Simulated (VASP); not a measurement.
Here is a VASP 6.6.1 calculation.

INCAR

```
SYSTEM = LiF
ALGO = Normal
EDIFF = 1E-7
ENCUT = 520
GGA = CA
ISIF = 2
ISMEAR = 0
LASPH = .TRUE.
LCHARG = .TRUE.
LELF = .TRUE.
LREAL = .FALSE.
LVHAR = .TRUE.
LWAVE = .FALSE.
NBANDS = 18
NELM = 60
PREC = Accurate
SIGMA = 0.05
```

Contents of KPOINTS:

```
k-points
0
G
  9 9 6
  0 0 0
```

File POSCAR:

```
LiF
1.0
    2.7685881098      0.0000000000      0.0000000000
   -1.3842940549      2.3976676357      0.0000000000
    0.0000000000      0.0000000000      4.6880502464
Li F
2 2
Direct
    0.3333333333      0.6666666667      0.3839784076
    0.6666666667      0.3333333333      0.8839784076
    0.3333333333      0.6666666667      0.9910195924
    0.6666666667      0.3333333333      0.4910195924
```

Potentials or basis: VASP PAW LDA potentials, release 64 (Li_sv, F).

Launch:

```sh
$ cat potpaw_LDA.64/Li_sv/POTCAR potpaw_LDA.64/F/POTCAR > POTCAR
$ mpirun -np 1 vasp_std > vasp.out
```

(1) Estimate the band gap on the k mesh.

(2) What does it give for the largest force?

Results:

(1) 9.01 eV, direct.

(2) 0.679 eV/Å.
